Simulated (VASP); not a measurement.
Set up this calculation in VASP 6.6.1, as the native input.

| Item | Value |
| --- | --- |
| Task | relaxation of cell and atoms |
| Functional | PBE |
| Potentials or basis | VASP PAW PBE potentials, release 64 (Ge_d) |
| Cutoff | 600 eV |
| k mesh | 20 × 20 × 20 |
| Occupations | gaussian, width 0.1 eV |
| Spin | no spin polarisation |
| Dipole correction | no |
| Further INCAR settings | ALGO = Normal; EDIFF = 1e-06; IBRION = 2; EDIFFG = -0.01; NSW = 100; ISIF = 3 |

The structure of Ge lies in POSCAR:

```
Ge
1.0
    2.7425759358      0.0000000000      0.0000000000
    0.0000000000      2.7425759358      0.0000000000
    0.0000000000      0.0000000000      2.6558532703
Ge
1
Direct
    0.0000000000      0.0000000000      0.5000000000
```

The cell was built from a structure type or drawn by symmetry, and may not be a known phase.

The input as run:

INCAR

```
SYSTEM = Ge
PREC     = Accurate       ! precision mode
ENCUT    = 600            ! plane-wave cutoff, eV
EDIFF    = 1E-6           ! SCF threshold, eV
ISMEAR   = 0              ! smearing method
SIGMA    = 0.1            ! smearing width, eV
LREAL    = .FALSE.        ! projectors in reciprocal space
LASPH    = .TRUE.         ! aspherical terms in the spheres
NELM     = 80             ! most SCF steps
ALGO     = Normal         ! electronic algorithm
ISIF     = 3              ! what is computed and relaxed
LWAVE    = .FALSE.        ! write WAVECAR
LCHARG   = .FALSE.        ! write CHGCAR
GGA      = PE             ! functional
IBRION   = 2              ! ionic algorithm
NSW      = 100            ! ionic steps
EDIFFG   = -0.01          ! ionic threshold
```

KPOINTS

```
regular mesh
0
G
  20 20 20
  0 0 0
```

Potentials or basis: VASP PAW PBE potentials, release 64 (Ge_d).

Launch:

```console
$ cat potpaw_PBE.64/Ge_d/POTCAR > POTCAR
$ mpirun -np 1 vasp_std > vasp.out
```

Results of the run:

```
Relaxed volume                        : 19.94 Å³/atom
Relaxed cell                          : a = 2.711 Å, b = 2.711 Å, c = 2.713 Å, α = 90.00°, β = 90.00°, γ = 90.00°
Space group after relaxing (to 0.1 Å) : Pm-3m (No. 221)
Energy gained by relaxing             : 3.9 meV/atom
Ionic steps                           : 8
Pressure after relaxing               : 0.1 GPa
Band gap on the k mesh                : zero (bands 7 and 8 overlap by 9.08 eV)
```

It took 4.2 min on 1 thread of Intel(R) Xeon(R) Platinum 8375C CPU @ 2.90GHz (Ice Lake) (shared host), peak memory 0.32 GiB.
